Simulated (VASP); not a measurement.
A run of VASP 6.6.1:

File POSCAR:

```
PtSe
1.0
    0.0000000000      3.0374472300      3.0374472300
    3.0374472300      0.0000000000      3.0374472300
    3.0374472300      3.0374472300      0.0000000000
Pt Se
1 1
Direct
    0.0000000000      0.0000000000      0.0000000000
    0.2500000000      0.2500000000      0.2500000000
```

Contents of INCAR.step1:

```
SYSTEM = PtSe
ALGO = Normal ; EDIFF = 1E-4
ENCUT = 600 ; GGA = PE
ISMEAR = -1 ; LASPH = .True.
LCHARG = .False. ; LREAL = .False.
LWAVE = .True. ; NELM = 80
PREC = Accurate ; SIGMA = 0.05
```

The input INCAR.step2:

```
SYSTEM = PtSe
ALGO = Normal ; EDIFF = 1E-6
EDIFFG = -0.01 ; ENCUT = 600
IBRION = 2 ; ISIF = 3
ISMEAR = -1 ; ISTART = 1
IVDW = 13 ; LASPH = .True.
LCHARG = .False. ; LMIXTAU = .True.
LREAL = .False. ; LWAVE = .False.
METAGGA = R2SCAN ; NELM = 80
NSW = 60 ; PREC = Accurate
SIGMA = 0.05 ; VDW_A1 = 0.51559235
VDW_A2 = 5.77342911 ; VDW_S6 = 1.0
VDW_S8 = 0.6018749
```

The input KPOINTS:

```
k-points
0
Gamma
  8 8 8
  0 0 0
```

Potentials or basis: VASP PAW PBE potentials, release 64 (Pt, Se).

Run with:

```console
$ cat potpaw_PBE.64/Pt/POTCAR potpaw_PBE.64/Se/POTCAR > POTCAR
$ cp INCAR.step1 INCAR
$ mpirun -np 1 vasp_std > vasp.out
$ cp INCAR.step2 INCAR
$ mpirun -np 1 vasp_std > vasp.out
```

Hardware: 1 thread of Intel(R) Xeon(R) 6975P-C (Granite Rapids) (shared host).

Task: How long does it take, and how much memory?

Result: Run time: 4.5 min on 1 thread of Intel(R) Xeon(R) 6975P-C (Granite Rapids) (shared host), peak memory 0.24 GiB. Counts: k points 29, ion steps 7.
